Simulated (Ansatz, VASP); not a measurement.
# Hg: VASP beside Ansatz

INCAR

```
ALGO = Fast ; EDIFF = 1E-7
ENCUT = 520 ; GGA = PE
ISIF = 2 ; ISMEAR = 0
LASPH = T ; LCHARG = F
LREAL = F ; LWAVE = F
NBANDS = 25 ; NELM = 80
PREC = Accurate ; SIGMA = 0.05
```

File KPOINTS:

```
k-points
0
Gamma
  9 9 10
```

POSCAR

```
Hg
1.0
    4.5400000000      0.0000000000      0.0000000000
   -2.2700000000      3.9317553332      0.0000000000
    0.0000000000      0.0000000000      3.8700000000
Hg
3
Direct
    0.3333333333      0.6666666667      0.5000000000
    0.0000000000      0.0000000000      0.0000000000
    0.6666666667      0.3333333333      0.5000000000
```

Input for Ansatz:

```yaml
crystal:
  lattice:
    - [4.54, 0.0, 0.0]
    - [-2.27, 3.9317553332, 0.0]
    - [0.0, 0.0, 3.87]
  atoms:
    - { symbol: Hg, position: [0.3333333333, 0.6666666667, 0.5] }
    - { symbol: Hg, position: [0.0, 0.0, 0.0] }
    - { symbol: Hg, position: [0.6666666667, 0.3333333333, 0.5] }
basis:
  ecutwfc: 420
  fft_grid_basis: typed
kpoints:
  mp_grid: { grid: [9, 9, 10] }
hamiltonian:
  xc: pbe
  pseudopotentials: { kind: paw }
scf:
  occupations: { method: gaussian, width: 0.05 }
output:
  forces: true
  stress: true
  eigenvalues: true
  bader: true
  write_density: true
  volumetric_format: npy
  elf: true
```

Alike in both runs: task single point; functional PBE; k mesh 9 × 9 × 10; occupations gaussian, width 0.05 eV; no spin polarisation.

```csv
,VASP,Ansatz
version,VASP 6.6.1,Ansatz 0.2.0
potentials or method,"VASP PAW PBE potentials, release 64 (Hg), cutoff 520 eV","scalar-relativistic, plane waves, PAW"
valence electrons in the cell,36,60
```

|  | VASP | Ansatz | Ansatz less VASP |
| --- | --- | --- | --- |
| gap on the k mesh at the Fermi level (eV) | none | none | - |
| pressure (GPa) | 14.0 | 13.3 | -0.77 |
| traceless stress, the component that is largest in VASP (GPa) | -9.63 | -9.06 | +0.570 |

A gap of «none» marks a metal or a gap that the smearing closes. VASP's potentials hold 36 valence electrons a cell and Ansatz's 60, so a difference there can come from the potentials and not from the codes.

Neither program's run includes spin-orbit coupling.
